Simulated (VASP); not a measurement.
**Os: single point with r2SCAN**

Crystal: Os.

```xyz
1
Lattice="0.0000 1.8303 2.1964 1.8303 0.0000 2.1964 1.8303 1.8303 0.0000" Properties=species:S:1:pos:R:3 pbc="T T T"
Os    0.0000    0.0000    0.0000
```

This cell differs from its parent crystal: ratio of the length along z to the lengths across it x 1.2, volume and fractional coordinates fixed.

```yaml
Program: VASP 6.6.1
Task: single point
Functional: r2SCAN
Potentials_or_basis: VASP PAW PBE potentials, release 64 (Os)
Cutoff: 520 eV
k_mesh: 24 × 24 × 24
Occupations: gaussian, width 0.15 eV
Spin: no spin polarisation
Dipole_correction: no
Further_INCAR_settings: ALGO = Normal; EDIFF = 1e-06; NBANDS = 10
```

The pressure is -8.6 GPa and the band gap on the k mesh is zero (bands 4 and 5 overlap by 4.43 eV).

Stress tensor (GPa, compression positive):
```
 13.62   0.00   0.00
  0.00  13.62   0.00
  0.00   0.00 -53.02
```

Levels at points of the mesh, in eV from the Fermi level:
```csv
k point,band 1,band 2,band 3,band 4,band 5,band 6,band 7,band 8
"(0.00, 0.00, 0.00)",-10.93,-4.68,-2.14,-1.80,-1.80,1.60,15.45,17.25
"(0.50, 0.00, 0.00)",-7.62,-4.35,-1.80,-0.22,1.77,2.58,9.16,13.71
"(0.50, 0.50, 0.00)",-7.71,-6.79,-0.14,2.63,2.72,2.72,8.85,14.90
"(0.50, 0.00, 0.50)",-7.48,-6.57,1.33,1.58,3.67,4.41,10.64,12.75
```

Wall time 7.1 min on 1 thread of Oxide Virtual Turin-like Processor, with other jobs on the host, peak memory 0.25 GiB.

Caveat: the stress differs along the axes, from -53 to 14 GPa; the PAW data sets were made with another functional, which shifts forces and pressure a little; spin-orbit coupling is left out, which moves the levels of the heavy elements.
